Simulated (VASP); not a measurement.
**BAs: single point with PBE**

Crystal: BAs.

```
B As
1.0
     0.00000    2.37247    2.37247
     2.37247    0.00000    2.37247
     2.37247    2.37247    0.00000
B As
1 1
Direct
  0.00000 0.00000 0.00000
  0.25000 0.25000 0.25000
```

This cell differs from its parent crystal: volume scaled by 0.98, then relaxed in part.

```json
{"Program": "VASP 6.6.1", "Task": "single point", "Functional": "PBE", "Potentials or basis": "VASP PAW PBE potentials, release 64 (B, As)", "Cutoff": "520 eV", "k mesh": "16 × 16 × 16", "Occupations": "fermi-dirac, width 0.02 eV", "Spin": "no spin polarisation"}
```

```
Pressure               : 6.5 GPa
Band gap on the k mesh : 1.17 eV, indirect (least direct gap 3.30 eV)
```

Levels at points of the mesh, in eV from the valence-band top:
| k point | band 1 | band 2 | band 3 | band 4 | band 5 | band 6 | band 7 | band 8 |
| --- | --- | --- | --- | --- | --- | --- | --- | --- |
| (0.00, 0.00, 0.00) | -15.59 | 0.00 | 0.00 | 0.00 | 3.30 | 3.30 | 3.30 | 4.95 |
| (0.50, 0.00, 0.00) | -12.64 | -8.94 | -1.86 | -1.86 | 2.81 | 4.80 | 4.80 | 8.90 |
| (0.50, 0.50, 0.00) | -11.29 | -8.64 | -4.17 | -4.17 | 1.40 | 1.42 | 11.56 | 11.56 |

Wall time 61 s on 1 thread of Intel(R) Xeon(R) Platinum 8259CL CPU @ 2.50GHz (Skylake/Cascade Lake), with other jobs on the host, peak memory 0.19 GiB.

 A k mesh can miss the band edges.
